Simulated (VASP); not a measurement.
Set up this calculation in VASP 6.6.1, as the native input.

```yaml
Task: single point
Functional: PBEsol
Potentials_or_basis: VASP PAW PBE potentials, release 64 (P)
Cutoff: 520 eV
k_mesh: 10 × 1 × 8
Occupations: gaussian, width 0.05 eV
Spin: no spin polarisation
Dipole_correction: no
Further_INCAR_settings: ALGO = Normal; EDIFF = 1e-06; NBANDS = 18
```

The structure of P lies in POSCAR:

```
P
1.0
    3.1810432758      0.0000000000      0.0000000000
    0.0000000000     33.7670274454      0.0000000000
    0.0000000000      0.0000000000      4.9359598279
P
4
Direct
    0.0000000000      0.9702614300      0.5921507200
    0.0000000000      0.0297385700      0.4078492800
    0.5000000000      0.0297385700      0.0921507200
    0.5000000000      0.9702614300      0.9078492800
```

This cell differs from its parent crystal: ratio of the length along z to the lengths across it x 1.1, volume and fractional coordinates fixed.

One way to write it, as run:

INCAR

```
SYSTEM = P
PREC     = Accurate       ! precision mode
ENCUT    = 520            ! plane-wave cutoff, eV
EDIFF    = 1E-6           ! SCF threshold, eV
ISMEAR   = 0              ! smearing method
SIGMA    = 0.05           ! smearing width, eV
LREAL    = .False.        ! projectors in reciprocal space
LASPH    = .True.         ! aspherical terms in the spheres
NELM     = 100            ! most SCF steps
ALGO     = Normal         ! electronic algorithm
ISIF     = 2              ! what is computed and relaxed
LWAVE    = .False.        ! write WAVECAR
LCHARG   = .False.        ! write CHGCAR
GGA      = PS             ! functional
NBANDS   = 18             ! bands
```

KPOINTS

```
regular mesh
0
Gamma
  10 1 8
  0 0 0
```

Potentials or basis: VASP PAW PBE potentials, release 64 (P).

The run is started by

```sh
$ cat potpaw_PBE.64/P/POTCAR > POTCAR
$ mpirun -np 1 vasp_std > vasp.out
```

It gave:

```yaml
Largest_force: 0.802 eV/Å
Band_gap_on_the_k_mesh: 1.03 eV (least direct gap 1.41 eV)
```

Caveat: the PAW data sets were made with another functional, which shifts forces and pressure a little.

Run time: 3.9 min on 1 thread of Intel(R) Xeon(R) 6975P-C (Granite Rapids), on a shared host, peak memory 0.62 GiB.
